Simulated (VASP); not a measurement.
Crystal: Sr2ZnAs2.

```
Sr Zn As
1.0
     4.38028    0.00000    0.00000
    -2.19014    3.79343    0.00000
     0.00000    0.00000    8.56553
Sr Zn As
2 1 2
Cartesian
  0.0000 0.0000 6.0433
  0.0000 0.0000 2.5223
  2.1901 1.2645 0.0000
  2.1901 1.2645 4.2828
  0.0000 2.5290 0.0000
```

```yaml
Program: VASP 6.6.1
Task: relaxation of cell and atoms
Functional: PBEsol
Potentials_or_basis: VASP PAW PBE potentials, release 64 (Sr_sv, Zn, As)
Cutoff: 600 eV
k_mesh: 6 × 6 × 4
Occupations: methfessel-paxton, width 0.02 eV
Spin: no spin polarisation
```

At the start: pressure -2.1 GPa; volume 28.47 Å³/atom.

Task: How do energy, volume and symmetry change on relaxing?

Result: Over 10 steps the energy falls by 10.4 meV/atom and the volume is 26.92 Å³/atom (-5.4 %); space group P-6m2 (No. 187, to 0.05 Å).

Step by step:
| step | energy change (eV) | largest force (eV/Å) | pressure (GPa) | volume (Å³) |
| --- | --- | --- | --- | --- |
| 1 | 0.0000 | 0.0546 | -2.14 | 142.33 |
| 2 | -0.0471 | 0.1459 | 0.29 | 134.64 |
| 3 | -0.0480 | 0.1205 | -0.02 | 135.52 |
| 4 | -0.0497 | 0.0892 | -0.02 | 135.30 |
| 5 | -0.0516 | 0.0300 | -0.01 | 134.88 |
| 6 | -0.0515 | 0.0387 | 0.07 | 134.04 |
| 7 | -0.0520 | 0.0167 | 0.03 | 134.43 |
| 8 | -0.0520 | 0.0125 | 0.02 | 134.50 |
| 9 | -0.0520 | 0.0113 | 0.02 | 134.52 |
| 10 | -0.0521 | 0.0028 | -0.03 | 134.62 |

Final structure:
```
Sr Zn As
1.0
     4.31345    0.00000    0.00000
    -2.15673    3.73556    0.00000
     0.00000    0.00000    8.35477
Sr Zn As
2 1 2
Cartesian
  0.0000 0.0000 5.9166
  0.0000 0.0000 2.4381
  2.1567 1.2452 0.0000
  2.1567 1.2452 4.1774
  0.0000 2.4904 0.0000
```

Caveat: the PAW data sets were made with another functional, which shifts forces and pressure a little.
